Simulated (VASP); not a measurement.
Here is a VASP 6.6.1 calculation.

Contents of INCAR:

```
PREC = Accurate
ENCUT = 520
EDIFF = 1E-6
ISMEAR = -1
SIGMA = 0.02
LREAL = False
LASPH = True
NELM = 60
ALGO = Normal
ISIF = 2
LWAVE = False
LCHARG = True
GGA = PE
LELF = True
LVHAR = True
NBANDS = 31
```

Contents of KPOINTS:

```
Automatic mesh
0
Gamma
  6 6 8
```

File POSCAR:

```
HfO2
1.0
    4.7898993623      0.0000000000      0.0000000000
    0.0000000000      4.7898993623      0.0000000000
    0.0000000000      0.0000000000      3.2413605665
Hf O
2 4
Direct
    0.0000000000      0.0000000000      0.0000000000
    0.5000000000      0.5000000000      0.5000000000
    0.3054798702      0.3054798702      0.0000000000
    0.1945201298      0.8054798702      0.5000000000
    0.8054798702      0.1945201298      0.5000000000
    0.6945201298      0.6945201298      0.0000000000
```

Potentials or basis: VASP PAW PBE potentials, release 64 (Hf_pv, O).

The run is started by

```bash
$ cat potpaw_PBE.64/Hf_pv/POTCAR potpaw_PBE.64/O/POTCAR > POTCAR
$ mpirun -np 1 vasp_std > vasp.out
```

What does it give for the pressure?

4.7 GPa.

Predict the largest force.

0.013 eV/Å.

What does it give for the band gap on the k mesh?

4.00 eV.

Stress tensor (GPa, compression positive):
```
6.08 0.00 0.00
0.00 6.08 0.00
0.00 0.00 1.90
```

Caveat: the cell differs from its parent crystal (epitaxial xy strain -1.0%); the cell stands under pressure; spin-orbit coupling is left out, which moves the levels of the heavy elements. A k mesh can miss the band edges.
